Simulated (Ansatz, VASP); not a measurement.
**One calculation of Pt, two programs**

```
CELL_PARAMETERS angstrom
2.70829 0.00000 0.00000
-1.35415 2.34545 0.00000
0.00000 0.00000 9.35302
ATOMIC_POSITIONS crystal
Pt 0.64341 0.34442 0.37500
Pt 0.64341 0.34442 0.87500
Pt 0.35659 0.65558 0.12500
Pt 0.35659 0.65558 0.62500
```

Change from the starting cell: mode 1 frozen in at -0.078 Å and mode 2 at +0.026 Å (largest displacements).

Alike in both runs: task single point; functional LDA; k mesh 18 × 18 × 6; occupations gaussian, width 0.15 eV; no spin polarisation.

|  | VASP | Ansatz |
| --- | --- | --- |
| version | VASP 6.6.1 | Ansatz 0.2.0 |
| potentials or method | VASP PAW LDA potentials, release 64 (Pt), cutoff 520 eV | scalar-relativistic, plane waves, PAW |
| valence electrons in the cell | 40 | 72 |

```tsv
	VASP	Ansatz	Ansatz less VASP
gap on the k mesh at the Fermi level (eV)	none	none	-
pressure (GPa)	1.2	0.4	-0.81
traceless stress, the component that is largest in VASP (GPa)	-0.86	-0.80	+0.054
rms of the force components (eV/Å)	0.052	0.050	-0.0023
```

Ansatz warns that its potentials were made for another functional, while VASP's fit it. LDA's correlation is that of Perdew and Zunger in VASP and of Perdew and Wang (1992) in Ansatz. Atom by atom the forces differ by 0.003 eV/Å (rms over components). A gap of «none» marks a metal or a gap that the smearing closes. VASP's potentials hold 40 valence electrons a cell and Ansatz's 72, so a difference there can come from the potentials and not from the codes.

Neither program's run includes spin-orbit coupling.
